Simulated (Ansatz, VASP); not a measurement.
**ZrO2 in VASP and in Ansatz**

INCAR

```
PREC = Accurate
ENCUT = 520
EDIFF = 1E-7
ISMEAR = 0
SIGMA = 0.02
LREAL = F
LASPH = T
NELM = 120
ALGO = Normal
ISIF = 2
LWAVE = F
LCHARG = F
GGA = PE
IBRION = 2
NSW = 60
EDIFFG = -0.008
GGA_COMPAT = F
NELMIN = 4
```

Contents of KPOINTS:

```
regular mesh
0
Gamma
  6 6 4
```

POSCAR

```
ZrO2
1.0
    3.7839455155      0.0000000000      0.0000000000
    0.0000000000      3.7839455155      0.0000000000
    0.0000000000      0.0000000000      5.5201475723
Zr O
2 4
Direct
    0.0000000000      0.0000000000      0.0000000000
    0.5000000000      0.5000000000      0.5000000000
    0.0000000000      0.5000000000      0.3249293956
    0.0000000000      0.5000000000      0.8249293956
    0.5000000000      0.0000000000      0.6750706044
    0.5000000000      0.0000000000      0.1750706044
```

Input for Ansatz:

```yaml
crystal:
  lattice:
    - [3.7839455155, 0.0, 0.0]
    - [0.0, 3.7839455155, 0.0]
    - [0.0, 0.0, 5.5201475723]
  atoms:
    - { symbol: Zr, position: [0.0, 0.0, 0.0] }
    - { symbol: Zr, position: [0.5, 0.5, 0.5] }
    - { symbol: O, position: [0.0, 0.5, 0.3249293956] }
    - { symbol: O, position: [0.0, 0.5, 0.8249293956] }
    - { symbol: O, position: [0.5, 0.0, 0.6750706044] }
    - { symbol: O, position: [0.5, 0.0, 0.1750706044] }
basis:
  ecutwfc: 420
kpoints:
  mp_grid: { grid: [6, 6, 4] }
hamiltonian:
  xc: pbe
scf:
  occupations: { method: gaussian, width: 0.02 }
output:
  forces: true
  stress: true
  eigenvalues: true
relax:
  adjacent_minimum: "off"
  f_tol: 0.008
  max_steps: 40
```

Change from the starting cell: equal strain along all axes, cell held, atoms relaxed: +4.5 %.

Alike in both runs: task relaxation of the atoms; functional PBE; k mesh 6 × 6 × 4; occupations gaussian, width 0.02 eV; no spin polarisation.

```csv
,VASP,Ansatz
version,VASP 6.6.1,Ansatz 0.2.0
potentials or method,"VASP PAW PBE potentials, release 64 (Zr_sv, O), cutoff 520 eV","scalar-relativistic, plane waves, PAW"
valence electrons in the cell,48,48
```

```tsv
	VASP	Ansatz	Ansatz less VASP
gap on the k mesh at the Fermi level, each at its own relaxed structure (eV)	3.61	3.61	+0.006
```

Ansatz's warnings: stress scf threshold loose.
